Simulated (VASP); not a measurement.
Input of a VASP 6.6.1 run:

INCAR

```
ALGO = Normal
EDIFF = 1E-7
EDIFFG = -0.002
ENCUT = 600
GGA = RP
GGA_COMPAT = False
IBRION = 2
ISIF = 3
ISMEAR = 0
LASPH = True
LCHARG = False
LREAL = False
LWAVE = False
NELM = 120
NELMIN = 4
NSW = 100
PREC = Accurate
SIGMA = 0.02
```

Contents of KPOINTS:

```
k-points
0
Gamma
  12 12 12
```

Contents of POSCAR:

```
C
1.0
    0.0000000000      1.7834000000      1.7834000000
    1.7834000000      0.0000000000      1.7834000000
    1.7834000000      1.7834000000      0.0000000000
C
2
Direct
    0.5000000000      0.5000000000      0.5000000000
    0.7500000000      0.7500000000      0.7500000000
```

Potentials or basis: VASP PAW PBE potentials, release 64 (C).

Launch:

```bash
$ cat potpaw_PBE.64/C/POTCAR > POTCAR
$ mpirun -np 1 vasp_std > vasp.out
```

Q: Predict the relaxed volume.

A: 5.77 Å³/atom.

Q: Estimate the band gap on the k mesh.

A: 4.11 eV (least direct gap 5.54 eV).

Q: Predict the space group after relaxing (to 0.1 Å).

A: Fd-3m (No. 227).

Final structure:
```xyz
2
Lattice="0.0000 1.7941 1.7941 1.7941 0.0000 1.7941 1.7941 1.7941 0.0000" Properties=species:S:1:pos:R:3 pbc="T T T"
C     1.7941    1.7941    1.7941
C     2.6911    2.6911    2.6911
```

Caveat: the PAW data sets were made with another functional, which shifts forces and pressure a little. Zero-point motion and thermal expansion aren't in these numbers.
